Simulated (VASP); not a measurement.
Input of a VASP 6.6.1 run:

The input INCAR:

```
ALGO = Normal ; EDIFF = 1E-6
ENCUT = 520 ; GGA = PS
ISIF = 2 ; ISMEAR = -1
LASPH = True ; LCHARG = False
LREAL = False ; LWAVE = False
NBANDS = 18 ; NELM = 100
PREC = Accurate ; SIGMA = 0.05
```

File KPOINTS:

```
k-points
0
Gamma
  13 13 10
```

POSCAR

```
CuAu
1.0
    2.8549159028      0.0000000000      0.0000000000
    0.0000000000      2.8549159028      0.0000000000
    0.0000000000      0.0000000000      3.7419790583
Cu Au
1 1
Direct
    0.5000000000      0.5000000000      0.5000000000
    0.0000000000      0.0000000000      0.0000000000
```

Potentials or basis: VASP PAW PBE potentials, release 64 (Cu, Au).

Run with:

```sh
$ cat potpaw_PBE.64/Cu/POTCAR potpaw_PBE.64/Au/POTCAR > POTCAR
$ mpirun -np 1 vasp_std > vasp.out
```

(1) What does it give for the pressure?

(2) What does it give for the band gap on the k mesh?

Results:

(1) -9.8 GPa.

(2) zero (bands 11 and 12 overlap by 6.08 eV).

Caveat: the cell stands under tension; the PAW data sets were made with another functional, which shifts forces and pressure a little; spin-orbit coupling is left out, which moves the levels of the heavy elements.
